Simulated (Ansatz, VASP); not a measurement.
Ba: VASP beside Ansatz

```xyz
1
Lattice="0.0000 3.0814 3.0814 3.0814 0.0000 3.0814 3.0814 3.0814 0.0000" Properties=species:S:1:pos:R:3 pbc="T T T"
Ba    0.0000    0.0000    0.0000
```

Alike in both runs: functional PBEsol; k mesh 12 × 12 × 12; occupations gaussian, width 0.1 eV; no spin polarisation.

Ansatz relaxed the structure, and its values are those at the end. VASP's run is a single point on that final structure, the one shown.

```csv
,VASP,Ansatz
version,VASP 6.6.1,Ansatz 0.2.0
potentials or method,"VASP PAW PBE potentials, release 64 (Ba_sv), cutoff 500 eV","scalar-relativistic, plane waves, PAW"
valence electrons in the cell,10,10
```

|  | VASP | Ansatz | Ansatz less VASP |
| --- | --- | --- | --- |
| gap on the k mesh at the Fermi level (eV) | none | none | - |
| pressure (GPa) | 0.1 | 0.0 | -0.08 |

VASP's potentials were made for PBE, not for PBEsol. A gap of «none» marks a metal or a gap that the smearing closes.

Neither program's run includes spin-orbit coupling.
